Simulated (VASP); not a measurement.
**Li: single point with PBE**

Crystal: Li.

```
Li
1.0
     3.08930    0.00000    0.00000
    -1.54465    2.67542    0.00000
     0.00000    0.00000    5.02436
Li
2
Cartesian
  0.0000 1.7836 3.7683
  1.5447 0.8918 1.2561
```

This isn't the form of Li at room conditions, which is bcc.

| Item | Value |
| --- | --- |
| Program | VASP 6.6.1 |
| Task | single point |
| Functional | PBE |
| Potentials or basis | VASP PAW PBE potentials, release 64 (Li_sv) |
| Cutoff | 520 eV |
| k mesh | 16 × 16 × 8 |
| Occupations | gaussian, width 0.05 eV |
| Spin | non-collinear spin, zero start, spin-orbit coupling |
| Starting moments | [[0.0, 0.0, 0.0], [0.0, 0.0, 0.0]] μB |

The net moment is 0.00 μB per cell and the valence electrons inside the program's atomic spheres are Li 2.07.

Moments on the atoms (μB; x, y, z):
```
Li  0.00 0.00 0.00
Li  0.00 0.00 0.00
```

It took 71 s on 1 thread of Intel(R) Xeon(R) 6975P-C (Granite Rapids), with other jobs on the host, peak memory 0.32 GiB.
